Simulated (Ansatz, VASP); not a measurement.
**One calculation of Ru, two programs**

File INCAR:

```
SYSTEM = Ru
ALGO = Fast
EDIFF = 1E-6
EDIFFG = -0.01
ENCUT = 600
GGA = PE
IBRION = 2
ISIF = 3
ISMEAR = 0
LASPH = .True.
LCHARG = .False.
LREAL = .False.
LWAVE = .False.
NELM = 100
NSW = 100
PREC = Accurate
SIGMA = 0.1
```

Contents of KPOINTS:

```
k-points
0
Gamma
  24 24 14
  0 0 0
```

Contents of POSCAR:

```
Ru
1.0
    2.7201646506      0.0000000000      0.0000000000
   -1.3600823253      2.3557316899      0.0000000000
    0.0000000000      0.0000000000      4.2953711307
Ru
2
Direct
    0.3333333333      0.6666666667      0.7500000000
    0.6666666667      0.3333333333      0.2500000000
```

Input for Ansatz:

```yaml
crystal:
  lattice:
    - [2.7201646506, 0.0, 0.0]
    - [-1.3600823253, 2.3557316899, 0.0]
    - [0.0, 0.0, 4.2953711307]
  atoms:
    - { symbol: Ru, position: [0.3333333333, 0.6666666667, 0.75] }
    - { symbol: Ru, position: [0.6666666667, 0.3333333333, 0.25] }
basis:
  ecutwfc: 420
kpoints:
  mp_grid: { grid: [24, 24, 14] }
hamiltonian:
  xc: pbe
scf:
  occupations: { method: gaussian, width: 0.1 }
output:
  forces: true
  stress: true
  eigenvalues: true
relax:
  adjacent_minimum: "off"
  f_tol: 0.01
  max_steps: 80
  cell: { stress_tol: 0.05 }
```

Alike in both runs: task relaxation of cell and atoms; functional PBE; k mesh 24 × 24 × 14; occupations gaussian, width 0.1 eV; no spin polarisation.

```csv
,VASP,Ansatz
version,VASP 6.6.1,Ansatz 0.2.0
potentials or method,"VASP PAW PBE potentials, release 64 (Ru_pv), cutoff 600 eV","scalar-relativistic, plane waves, PAW"
valence electrons in the cell,28,32
```

VASP gave:

- gap on the k mesh at the Fermi level, each at its own relaxed structure (eV): none
- relaxed volume (Å³/atom): 13.76
- relaxed length of the cell vector where the two differ most in proportion (Å): 2.721

Q: What did Ansatz give for the same quantities?

A: gap on the k mesh at the Fermi level, each at its own relaxed structure (eV): none; relaxed volume (Å³/atom): 13.77; relaxed length of the cell vector where the two differ most in proportion (Å): 2.722.

A gap of «none» marks a metal or a gap that the smearing closes. VASP's potentials hold 28 valence electrons a cell and Ansatz's 32, so a difference there can come from the potentials and not from the codes.
